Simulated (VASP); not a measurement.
Wanted: the native input for a VASP 6.6.1 run.

| Quantity | Value |
| --- | --- |
| Task | single point |
| Functional | PBE |
| Potentials or basis | VASP PAW PBE potentials, release 64 (Na_pv, Cl) |
| Cutoff | 520 eV |
| k mesh | 8 × 8 × 8 |
| Occupations | fermi-dirac, width 0.02 eV |
| Spin | no spin polarisation |
| Dipole correction | no |
| Further INCAR settings | ALGO = Normal; EDIFF = 1e-07; NBANDS = 14 |

The structure of NaCl lies in POSCAR:

```
NaCl
1.0
    3.4301397001      0.0000000000      0.0000000000
    0.0000000000      3.4301397001      0.0000000000
    0.0000000000      0.0000000000      3.4614215117
Na Cl
1 1
Direct
    0.0000000000      0.0000000000      0.0000000000
    0.5000000000      0.5000000000      0.5000000000
```

This cell differs from its parent crystal: epitaxial xy strain -0.9%.

The input as run:

INCAR

```
SYSTEM = NaCl
  PREC = Accurate
  ENCUT = 520
  EDIFF = 1E-7
  ISMEAR = -1
  SIGMA = 0.02
  LREAL = .False.
  LASPH = .True.
  NELM = 80
  ALGO = Normal
  ISIF = 2
  LWAVE = .False.
  LCHARG = .False.
  GGA = PE
  NBANDS = 14
```

KPOINTS

```
regular mesh
0
Gamma
  8 8 8
  0 0 0
```

Potentials or basis: VASP PAW PBE potentials, release 64 (Na_pv, Cl).

The run is started by

```console
$ cat potpaw_PBE.64/Na_pv/POTCAR potpaw_PBE.64/Cl/POTCAR > POTCAR
$ mpirun -np 1 vasp_std > vasp.out
```

It gave:

| Item | Value |
| --- | --- |
| Pressure | 1.6 GPa |
| Band gap on the k mesh | 4.14 eV (least direct gap 4.67 eV) |

Caveat: the cell differs from its parent crystal (epitaxial xy strain -0.9%).

Run time: 28 s on 1 thread of AMD EPYC 7R13 Processor (Zen 3), on a shared host, peak memory 0.14 GiB.
